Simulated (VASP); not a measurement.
Runs of VASP 6.6.1 on GaP. The structure is that of space group I-4m2 (No. 119), or close to it. The cells are those of the table. 

```csv
cell,gap on the mesh (eV),pressure (GPa)
"a = 4.006, b = 4.006, c = 3.627 Å, angles 63.1, 63.1, 53.8°, 2 atoms",0.46,-1.1
"a = 3.755, b = 3.755, c = 4.187 Å, angles 56.1, 56.1, 67.8°, 2 atoms",none,-2.2
"a = 4.205, b = 4.205, c = 3.434 Å, angles 65.9, 65.9, 48.2°, 2 atoms",none,-1.7
"a = 4.095, b = 4.095, c = 3.531 Å, angles 64.5, 64.5, 51.1°, 2 atoms",none,-1.2
"a = 3.776, b = 3.776, c = 4.069 Å, angles 57.4, 57.4, 65.2°, 2 atoms",(a),-1.3
"a = 3.808, b = 3.808, c = 3.963 Å, angles 58.6, 58.6, 62.7°, 2 atoms",(b),-0.8
"a = 3.746, b = 3.746, c = 4.326 Å, angles 54.7, 54.7, 70.5°, 2 atoms",none,(c)
```

Alike in all rows: task single point; level PBEsol; potentials or basis VASP PAW PBE potentials, release 64 (Ga_d, P); no spin polarisation; k mesh 10 × 10 × 10; cutoff (eV) 520; smearing gaussian 0.05 eV.

**Question.** Estimate the missing entries.

**Answer.** (a) 0.07; (b) 0.72; (c) -3.8.

Caveats: the PAW data sets were made with another functional, which shifts forces and pressure a little; semilocal functionals underestimate gaps, so a narrow gap can read as zero (at least some runs); the cell stands under tension (at least some runs).

A k mesh can miss the band edges, and the runs leave out spin-orbit coupling on Ga.

A gap of «none» marks levels without a gap at the run's occupations.
